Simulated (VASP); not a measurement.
Wanted: the native input for a VASP 6.6.1 run.

- Task: single point
- Functional: r2SCAN
- Potentials or basis: VASP PAW PBE potentials, release 64 (Nb_sv, As)
- Cutoff: 520 eV
- k mesh: 11 × 11 × 11
- Occupations: fermi-dirac, width 0.1 eV
- Spin: no spin polarisation
- Dipole correction: no
- Further INCAR settings: ALGO = Normal; EDIFF = 1e-06; NBANDS = 26

NbAs:

```xyz
4
Lattice="-1.7051 1.7051 5.8069 1.7051 -1.7051 5.8069 1.7051 1.7051 -5.8069" Properties=species:S:1:pos:R:3 pbc="T T T"
Nb    0.0000    0.0000   -0.0108
Nb    0.0000    1.7051    2.8927
As    0.0000    0.0000    4.8421
As    1.7051    0.0000    1.9387
```

These files were run (other wordings do the same):

POSCAR

```
NbAs
1.0
   -1.7050576300      1.7050576300      5.8068948400
    1.7050576300     -1.7050576300      5.8068948400
    1.7050576300      1.7050576300     -5.8068948400
Nb As
2 2
Direct
   -0.0009273823     -0.0009273823      0.0000000000
    0.7490726177      0.2490726177      0.5000000000
    0.4169273823      0.4169273823      0.0000000000
    0.1669273823      0.6669273823      0.5000000000
```

INCAR.step1

```
SYSTEM = NbAs
PREC     = Accurate       ! precision mode
ENCUT    = 520            ! plane-wave cutoff, eV
ISMEAR   = -1             ! smearing method
SIGMA    = 0.1            ! smearing width, eV
LREAL    = .False.        ! projectors in reciprocal space
LASPH    = .True.         ! aspherical terms in the spheres
NELM     = 100            ! most SCF steps
NBANDS   = 26             ! bands
GGA      = PE             ! functional
ALGO     = Normal         ! electronic algorithm
EDIFF    = 1E-4           ! SCF threshold, eV
LWAVE    = .True.         ! write WAVECAR
LCHARG   = .False.        ! write CHGCAR
```

INCAR.step2

```
SYSTEM = NbAs
PREC     = Accurate       ! precision mode
ENCUT    = 520            ! plane-wave cutoff, eV
EDIFF    = 1E-6           ! SCF threshold, eV
ISMEAR   = -1             ! smearing method
SIGMA    = 0.1            ! smearing width, eV
LREAL    = .False.        ! projectors in reciprocal space
LASPH    = .True.         ! aspherical terms in the spheres
NELM     = 100            ! most SCF steps
ALGO     = Normal         ! electronic algorithm
ISIF     = 2              ! what is computed and relaxed
LWAVE    = .False.        ! write WAVECAR
LCHARG   = .False.        ! write CHGCAR
METAGGA  = R2SCAN         ! meta-GGA
LMIXTAU  = .True.       
NBANDS   = 26             ! bands
ISTART   = 1
```

KPOINTS

```
Automatic mesh
0
Gamma
  11 11 11
  0 0 0
```

Potentials or basis: VASP PAW PBE potentials, release 64 (Nb_sv, As).

Command:

```bash
$ cat potpaw_PBE.64/Nb_sv/POTCAR potpaw_PBE.64/As/POTCAR > POTCAR
$ cp INCAR.step1 INCAR
$ mpirun -np 1 vasp_std > vasp.out
$ cp INCAR.step2 INCAR
$ mpirun -np 1 vasp_std > vasp.out
```

It gave:

| Item | Value |
| --- | --- |
| Pressure | 7.7 GPa |
| Band gap on the k mesh | zero (filled and empty bands touch) |

Caveat: the PAW data sets were made with another functional, which shifts forces and pressure a little.

Wall time 16 min on 1 thread of Intel(R) Xeon(R) Platinum 8488C (Sapphire Rapids) (shared host), peak memory 0.48 GiB.
